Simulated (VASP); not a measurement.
# Sr3Ca (I4/mmm) in VASP: a series of runs

Runs on Sr3Ca. Level: LDA. Tasks: single point.

Program: VASP 6.6.1. These are calculated values, not measurements. Logs are shortened: lines on timing, memory, paths and dates and some standing lists are left out, and cuts for length are marked.

### 1 The cell of the first run

The structure is tetragonal, space group I4/mmm (No. 139). Conventional cell: a = 5.985 Å, b = 5.985 Å, c = 11.913 Å, α = 90.00°, β = 90.00°, γ = 90.00°. Within 5.5 Å of Sr (site symmetry -4m2) lie 8 Sr at 4.22 to 4.23 Å and 4 Ca at 4.22 Å. Sr (site symmetry 4/mmm) has 8 Sr at 4.22 Å and 4 Ca at 4.23 Å within 5.5 Å. Within 5.5 Å of Ca (site symmetry 4/mmm) lie 12 Sr at 4.22 to 4.23 Å.

### 2 Single point, LDA

INCAR

```
SYSTEM = Sr3Ca
PREC = Accurate
ENCUT = 520
EDIFF = 1E-6
ISMEAR = 1
SIGMA = 0.25
LREAL = .FALSE.
LASPH = .TRUE.
NELM = 80
ALGO = Normal
ISIF = 2
LWAVE = .FALSE.
LCHARG = .TRUE.
LELF = .TRUE.
LVHAR = .TRUE.
NBANDS = 28
```

KPOINTS

```
Automatic mesh
0
G
  6 6 6
  0 0 0
```

POSCAR

```
Sr3Ca
1.0
   -2.9927190000      2.9927190000      5.9567060000
    2.9927190000     -2.9927190000      5.9567060000
    2.9927190000      2.9927190000     -5.9567060000
Sr Ca
3 1
Direct
    0.7500000000      0.2500000000      0.5000000000
    0.2500000000      0.7500000000      0.5000000000
    0.5000000000      0.5000000000      0.0000000000
    0.0000000000      0.0000000000      0.0000000000
```

Potentials or basis: VASP PAW LDA potentials, release 64 (Sr_sv, Ca_sv).

Run with:

```console
> cat potpaw_LDA.64/Sr_sv/POTCAR potpaw_LDA.64/Ca_sv/POTCAR > POTCAR
> mpirun -np 1 vasp_std > vasp.out
```

OUTCAR:

```text
SYSTEM = Sr3Ca
   PREC = Accurate
   ENCUT = 520
   EDIFF = 1E-6
   ISMEAR = 1
   LREAL = .FALSE.
   LASPH = .TRUE.
   NELM = 80
   ISIF = 2

 ion  position               nearest neighbor table
   1  0.750  0.250  0.500-   3 4.22   3 4.22   3 4.22   3 4.22   2 4.23   2 4.23   2 4.23   2 4.23

   2  0.250  0.750  0.500-   3 4.22   3 4.22   3 4.22   3 4.22   1 4.23   1 4.23   1 4.23   1 4.23

   3  0.500  0.500  0.000-   2 4.22   1 4.22   1 4.22   2 4.22   1 4.22   2 4.22   2 4.22   1 4.22

   4  0.000  0.000  0.000-

  LATTYP: Found a body centered tetragonal cell.
 ALAT       =     5.9854380000
 C/A-ratio  =     1.9903993659

  Lattice vectors:

 A1 = (  -2.9927190000,   2.9927190000,   5.9567060000)
 A2 = (   2.9927190000,  -2.9927190000,   5.9567060000)
 A3 = (   2.9927190000,   2.9927190000,  -5.9567060000)

Analysis of symmetry for initial positions (statically):
=====================================================================
 Subroutine PRICEL returns:
 Original cell was already a primitive cell.

 Routine SETGRP: Setting up the symmetry group for a
 body centered tetragonal supercell.

 Subroutine GETGRP returns: Found 16 space group operations
 (whereof 16 operations were pure point group operations)
 out of a pool of 16 trial point group operations.

The static configuration has the point symmetry D_4h.

Analysis of symmetry for dynamics (positions and initial velocities):
=====================================================================
 Subroutine PRICEL returns:
 Original cell was already a primitive cell.

 Routine SETGRP: Setting up the symmetry group for a
 body centered tetragonal supercell.

 Subroutine GETGRP returns: Found 16 space group operations
 (whereof 16 operations were pure point group operations)
 out of a pool of 16 trial point group operations.

The dynamic configuration has the point symmetry D_4h.

 Subroutine INISYM returns: Found 16 space group operations
 (whereof 16 operations are pure point group operations),
 and found     1 'primitive' translations

----------------------------------------------------------------------------------------

                                     Primitive cell

  volume of cell :     213.4018

[... 83 lines left out ...]
   PREC   = accura    normal or accurate (medium, high low for compatibility)
   ISTART =      0    job   : 0-new  1-cont  2-samecut
   ICHARG =      2    charge: 1-file 2-atom 10-const
   ISPIN  =      1    spin polarized calculation?
   LNONCOLLINEAR =      F non collinear calculations
   LSORBIT =      F    spin-orbit coupling
   LASPH  =      T    aspherical Exc in radial PAW
   ENCUT  =  520.0 eV  38.22 Ry    6.18 a.u.  13.59 13.59 13.59*2*pi/ulx,y,z
   NELM   =     80;   NELMIN=  2; NELMDL= -5     # of ELM steps
   EDIFF  = 0.1E-05   stopping-criterion for ELM
   LREAL  =      F    real-space projection
   EDIFFG = 0.1E-04   stopping-criterion for IOM
   NSW    =      0    number of steps for IOM
   IBRION =     -1    ionic relax: 0-MD 1-quasi-New 2-CG
   NFREE  =      0    steps in history (QN), initial steepest desc. (CG)
   ISIF   =      2    stress and relaxation
   ISYM   =      2    0-nonsym 1-usesym 2-fastsym
   POTIM  = 0.5000    time-step for ionic-motion
   TEBEG  =    0.0;   TEEND  =   0.0 temperature during run
   PSTRESS=    0.0 pullay stress
   NELECT =      40.0000    total number of electrons
   NUPDOWN=      -1.0000    fix difference up-down
   EMIN   =  10.00;   EMAX   =-10.00  energy-range for DOS
   EFERMI =   0.00;   METHOD = LEGACY
   ISMEAR =     1;   SIGMA  =   0.25  broadening in eV -4-tet -1-fermi 0-gaus
   EFERMI_NEDOS =   21; number of points for ismear=-14 and -15
   IALGO  =     38    algorithm
   IMIX   =      4    mixing-type and parameters
     AMIX     =   0.40;   BMIX     =  1.00
     AMIX_MAG =   1.60;   BMIX_MAG =  1.00
  volume/ion in A,a.u.               =      53.35       360.03
  Fermi-wavevector in a.u.,A,eV,Ry     =   0.936905  1.770493 11.943067  0.877791
  Thomas-Fermi vector in A             =   2.063962
   LORBIT       =      0    0 simple, 1 ext, 2 COOP (PROOUT), +10 PAW based schemes
   GGA     = CA    functional components
   LHFCALC =     F    Hartree Fock is set to
   AEXX    =    0.0000 exact exchange contribution
   IVDW    =     0    specifies the selected vdW correction
   LEPSILON=     F    determine dielectric tensor
   LRPA    =     F    only Hartree local field effects (RPA)
 non-spin polarized calculation
 Methfessel and Paxton  Order N= 1 SIGMA  =   0.25
  energy-cutoff  :      520.00
  volume of cell :      213.40
 maximum number of plane-waves:      5796
   NGX = 27   NGY = 27   NGZ = 27

 number of electron      40.0000001 magnetization

 Free energy of the ion-electron system (eV)
  ---------------------------------------------------
  ext. energy  EPLUGINS =         0.00000000
  ---------------------------------------------------
  free energy    TOTEN  =        -7.66232734 eV

  energy without entropy =       -7.66166079  energy(sigma->0) =       -7.66210515

 E-fermi :   1.3880     XC(G=0):  -7.5518

 val. band max:        1.3817914361   @ k =  -0.1667   0.1667   0.0000
 cond. band min:       1.3885879398   @ k =   0.0000   0.0000   0.0000
 fundamental gap:      0.0067965037
 Fermi energy:         1.3880430497

 k-point     1 :       0.0000    0.0000    0.0000
  band No.  band energies     occupation
      1     -40.6174      2.00000
      2     -35.0450      2.00000
      3     -35.0277      2.00000
      4     -35.0220      2.00000
      5     -21.8844      2.00000
      6     -21.8844      2.00000
[... 733 lines left out ...]
     27       3.0333     -0.00000
     28       3.6134     -0.00000

 [... further k-points ...]
[... 5 lines left out ...]
  --------------------------------------------------------------------------------------
  -------------------------------------------------------------------------------------
  Total       -2.3280931     -2.3280931     -2.3276355      0.0000000      0.0000000      0.0000000
  in kB      -17.4788516    -17.4788516    -17.4754154      0.0000000      0.0000000      0.0000000
  external PRESSURE =     -17.4777062 kB  Pullay stress =       0.0000000 kB

 VOLUME and BASIS-vectors are now :
 -----------------------------------------------------------------------------
  energy-cutoff  :      520.00
  volume of cell :      213.40
      direct lattice vectors                 reciprocal lattice vectors
    -2.992719000  2.992719000  5.956706000     0.000000000  0.167072151  0.083939009
     2.992719000 -2.992719000  5.956706000     0.167072151  0.000000000  0.083939009
     2.992719000  2.992719000 -5.956706000     0.167072151  0.167072151  0.000000000

 POSITION                                       TOTAL-FORCE (eV/Angst)
 -----------------------------------------------------------------------------------
      0.00000      2.99272      2.97835         0.000000     -0.000000      0.000000
      2.99272      0.00000      2.97835         0.000000     -0.000000     -0.000000
      0.00000      0.00000      5.95671        -0.000000      0.000000      0.000000
      0.00000      0.00000      0.00000        -0.000000      0.000000      0.000000
 -----------------------------------------------------------------------------------
    total drift:                                0.000000      0.000000      0.000000

  FREE ENERGIE OF THE ION-ELECTRON SYSTEM (eV)
  ---------------------------------------------------
  free  energy   TOTEN  =        -7.6623273379 eV

  energy  without entropy=       -7.6616607879  energy(sigma->0) =       -7.66210515
```

OSZICAR:

```text
N       E                     dE             d eps       ncg     rms          rms(c)
DAV:   1     0.295006479569E+03    0.29501E+03   -0.18252E+04  1688   0.122E+03
DAV:   2     0.160816418583E+02   -0.27892E+03   -0.27522E+03  1852   0.316E+02
DAV:   3    -0.600185450955E+01   -0.22083E+02   -0.21863E+02  2728   0.649E+01
DAV:   4    -0.758729536007E+01   -0.15854E+01   -0.15815E+01  2440   0.161E+01
DAV:   5    -0.767956289459E+01   -0.92268E-01   -0.92214E-01  2428   0.292E+00    0.195E+01
DAV:   6    -0.766691025332E+01    0.12653E-01   -0.74812E-02  2200   0.187E+00    0.112E+01
DAV:   7    -0.766266804177E+01    0.42422E-02   -0.57244E-02  2288   0.205E+00    0.470E-01
DAV:   8    -0.766226637892E+01    0.40166E-03   -0.68769E-03  2628   0.409E-01    0.112E-01
DAV:   9    -0.766231731145E+01   -0.50933E-04   -0.34386E-04  2480   0.683E-02    0.584E-02
DAV:  10    -0.766232791188E+01   -0.10600E-04   -0.41790E-05  2168   0.381E-02    0.219E-02
DAV:  11    -0.766232733789E+01    0.57400E-06   -0.18147E-06  1648   0.811E-03
   1 F= -.76623273E+01 E0= -.76621052E+01  d E =-.666550E-03
```

It took 2.6 min on 1 thread of AMD EPYC 9R45 (Zen 5), shared host; peak memory 0.36 GiB.

Results:

```yaml
Free_energy: -7.6623 eV
Pressure: -1.7 GPa
Band_gap_on_the_k_mesh: zero (bands 20 and 21 overlap by 0.22 eV)
```

Caveat: so wide a smearing shifts energies and pressures.

### 3 Single point, LDA

INCAR

```
SYSTEM = Sr3Ca
PREC     = Accurate       ! precision mode
ENCUT    = 520            ! plane-wave cutoff, eV
EDIFF    = 1E-6           ! SCF threshold, eV
ISMEAR   = 1              ! smearing method
SIGMA    = 0.15           ! smearing width, eV
LREAL    = .FALSE.        ! projectors in reciprocal space
LASPH    = .TRUE.         ! aspherical terms in the spheres
NELM     = 80             ! most SCF steps
ALGO     = Normal         ! electronic algorithm
ISIF     = 2              ! what is computed and relaxed
LWAVE    = .FALSE.        ! write WAVECAR
LCHARG   = .FALSE.        ! write CHGCAR
GGA      = CA             ! functional
NBANDS   = 28             ! bands
```

KPOINTS is that of step 2.

POSCAR is that of step 2.

Potentials or basis: VASP PAW LDA potentials, release 64 (Sr_sv, Ca_sv).

Run with:

```console
> cat potpaw_LDA.64/Sr_sv/POTCAR potpaw_LDA.64/Ca_sv/POTCAR > POTCAR
> mpirun -np 1 vasp_std > vasp.out
```

Run time: 2.6 min. Hardware: 1 thread of AMD EPYC 9R45 (Zen 5), shared host; peak memory 0.37 GiB.

Results (log left out):

* Free energy: -7.6595 eV
* Pressure: -1.8 GPa
* Band gap on the k mesh: zero (bands 20 and 21 overlap by 0.22 eV)

Levels at points of the mesh, in eV from the Fermi level:
```tsv
k point	band 16	band 17	band 18	band 19	band 20	band 21	band 22	band 23	band 24	band 25
(0.00, 0.00, 0.00)	-18.43	-3.69	-0.60	0.00	0.21	0.34	0.50	0.50	0.70	0.70
(0.50, 0.00, 0.00)	-18.44	-2.18	-2.17	-0.44	-0.28	0.54	0.56	0.64	0.75	0.98
(0.50, 0.50, 0.00)	-18.43	-1.44	-1.43	-1.15	-1.07	0.00	0.08	0.78	0.89	1.19
(0.50, 0.50, 0.50)	-18.44	-2.45	-2.44	-0.68	-0.53	0.35	0.35	0.99	0.99	1.07
```
